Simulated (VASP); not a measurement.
Wanted: the native input for a VASP 6.6.1 run.

```
Task                   : single point
Functional             : PBE
Potentials or basis    : VASP PAW PBE potentials, release 64 (Nb_sv, B, Pt)
Cutoff                 : 520 eV
k mesh                 : 12 × 12 × 4
Occupations            : gaussian, width 0.1 eV
Spin                   : no spin polarisation
Dipole correction      : no
Further INCAR settings : ALGO = Normal; EDIFF = 1e-06; NBANDS = 33
```

The structure of Nb2B4Pt lies in POSCAR:

```
Nb2B4Pt
1.0
    3.0535384114      0.0000000000      0.0000000000
   -1.5267692057      2.6444418357      0.0000000000
    0.0000000000      0.0000000000      8.9091074269
Nb B Pt
2 4 1
Direct
    0.0000000000      0.0000000000      0.1801030978
    0.0000000000      0.0000000000      0.8198969022
    0.3333333333      0.6666666667      0.3546366004
    0.6666666667      0.3333333333      0.6453633996
    0.6666666667      0.3333333333      0.0028570755
    0.3333333333      0.6666666667      0.9971429245
    0.0000000000      0.0000000000      0.5000000000
```

One way to write it, as run:

INCAR

```
SYSTEM = Nb2B4Pt
PREC     = Accurate       ! precision mode
ENCUT    = 520            ! plane-wave cutoff, eV
EDIFF    = 1E-6           ! SCF threshold, eV
ISMEAR   = 0              ! smearing method
SIGMA    = 0.1            ! smearing width, eV
LREAL    = .False.        ! projectors in reciprocal space
LASPH    = .True.         ! aspherical terms in the spheres
NELM     = 60             ! most SCF steps
ALGO     = Normal         ! electronic algorithm
ISIF     = 2              ! what is computed and relaxed
LWAVE    = .False.        ! write WAVECAR
LCHARG   = .False.        ! write CHGCAR
GGA      = PE             ! functional
NBANDS   = 33             ! bands
```

KPOINTS

```
regular mesh
0
Gamma
  12 12 4
  0 0 0
```

Potentials or basis: VASP PAW PBE potentials, release 64 (Nb_sv, B, Pt).

Launch:

```sh
$ cat potpaw_PBE.64/Nb_sv/POTCAR potpaw_PBE.64/B/POTCAR potpaw_PBE.64/Pt/POTCAR > POTCAR
$ mpirun -np 1 vasp_std > vasp.out
```

Results of the run:

- Pressure: 17.6 GPa
- Largest force: 0.006 eV/Å
- Band gap on the k mesh: zero (bands 24 and 25 overlap by 1.03 eV)

Caveat: the cell stands under pressure; spin-orbit coupling is left out, which moves the levels of the heavy elements.

It took 86 s on 1 thread of Intel(R) Xeon(R) 6975P-C (Granite Rapids), on a shared host, peak memory 0.29 GiB.
